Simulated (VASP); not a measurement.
A run of VASP 6.6.1 is set up as follows.

INCAR

```
  ALGO = Normal
  DIPOL = 0.5 0.5 0.390
  EDIFF = 1E-7
  ENCUT = 520
  GGA = PE
  IDIPOL = 3
  ISIF = 2
  ISMEAR = 0
  IVDW = 12
  LASPH = T
  LCHARG = F
  LDIPOL = T
  LREAL = F
  LWAVE = F
  NBANDS = 30
  NELM = 60
  PREC = Accurate
  SIGMA = 0.05
```

The input KPOINTS:

```
k-points
0
Gamma
  8 6 1
```

The input POSCAR:

```
P
1.0
    3.2961869629      0.0000000000      0.0000000000
    0.0000000000      4.4391557027      0.0000000000
    0.0000000000      0.0000000000     21.7461973615
P
8
Direct
    0.5000000000      0.9174951453      0.2069327306
    0.0000000000      0.5825048547      0.2069327306
    0.5000000000      0.0825048547      0.3045635322
    0.0000000000      0.4174951453      0.3045635322
    1.0000000000      0.3325048547      0.4751680723
    1.5000000000      0.6674951453      0.4751680723
    1.0000000000      1.1674951453      0.5727988740
    1.5000000000      0.8325048547      0.5727988740
```

Potentials or basis: VASP PAW PBE potentials, release 64 (P).

Launch:

```console
$ cat potpaw_PBE.64/P/POTCAR > POTCAR
$ mpirun -np 1 vasp_std > vasp.out
```

Q: Predict the dispersion energy per atom.

A: -0.285 eV.

Q: What does it give for the band gap on the k mesh?

A: 0.54 eV.

Q: Estimate the largest force.

A: 0.087 eV/Å.

Forces on the atoms (eV/Å):
```
P    0.000 -0.026  0.020
P    0.000  0.053  0.055
P    0.000 -0.005  0.072
P    0.000 -0.020  0.084
P    0.000  0.020 -0.084
P    0.000  0.005 -0.072
P    0.000 -0.053 -0.055
P    0.000  0.026 -0.020
```

Caveat: the cell differs from its parent crystal (layers slid over each other).
